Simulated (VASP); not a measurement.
Set up this calculation in VASP 6.6.1, as the native input.

* Task: single point
* Functional: r2SCAN
* Potentials or basis: VASP PAW PBE potentials, release 64 (Pb_d)
* Cutoff: 520 eV
* k mesh: 9 × 9 × 5
* Occupations: fermi-dirac, width 0.05 eV
* Spin: no spin polarisation
* Dipole correction: no
* Further INCAR settings: ALGO = Normal; EDIFF = 1e-07; NBANDS = 21

Pb:

```
CELL_PARAMETERS angstrom
3.45664 0.00000 0.00000
-1.72832 2.99354 0.00000
0.00000 0.00000 5.55248
ATOMIC_POSITIONS crystal
Pb 0.66667 0.33333 0.75000
Pb 0.33333 0.66667 0.25000
```

These files were run (other wordings do the same):

POSCAR

```
Pb
1.0
    3.4566435916      0.0000000000      0.0000000000
   -1.7283217958      2.9935411621      0.0000000000
    0.0000000000      0.0000000000      5.5524820910
Pb
2
Direct
    0.6666666667      0.3333333333      0.7500000000
    0.3333333333      0.6666666667      0.2500000000
```

INCAR.step1

```
SYSTEM = Pb
ALGO = Normal
EDIFF = 1E-4
ENCUT = 520
GGA = PE
ISMEAR = -1
LASPH = .True.
LCHARG = .False.
LREAL = .False.
LWAVE = .True.
NBANDS = 21
NELM = 80
PREC = Accurate
SIGMA = 0.05
```

INCAR.step2

```
SYSTEM = Pb
ALGO = Normal
EDIFF = 1E-7
ENCUT = 520
ISIF = 2
ISMEAR = -1
ISTART = 1
LASPH = .True.
LCHARG = .False.
LMIXTAU = .True.
LREAL = .False.
LWAVE = .False.
METAGGA = R2SCAN
NBANDS = 21
NELM = 80
PREC = Accurate
SIGMA = 0.05
```

KPOINTS

```
k-points
0
Gamma
  9 9 5
  0 0 0
```

Potentials or basis: VASP PAW PBE potentials, release 64 (Pb_d).

Launch:

```bash
$ cat potpaw_PBE.64/Pb_d/POTCAR > POTCAR
$ cp INCAR.step1 INCAR
$ mpirun -np 1 vasp_std > vasp.out
$ cp INCAR.step2 INCAR
$ mpirun -np 1 vasp_std > vasp.out
```

Results of the run:

| Item | Value |
| --- | --- |
| Pressure | 4.1 GPa |
| Band gap on the k mesh | zero (band 14 reaches 13.92 eV, above the bottom of band 15 at 5.70 eV) |

Caveat: the PAW data sets were made with another functional, which shifts forces and pressure a little; spin-orbit coupling is left out, which moves the levels of the heavy elements.

Wall time 79 s on 1 thread of Intel(R) Xeon(R) 6975P-C (Granite Rapids) (shared host), peak memory 0.2 GiB.
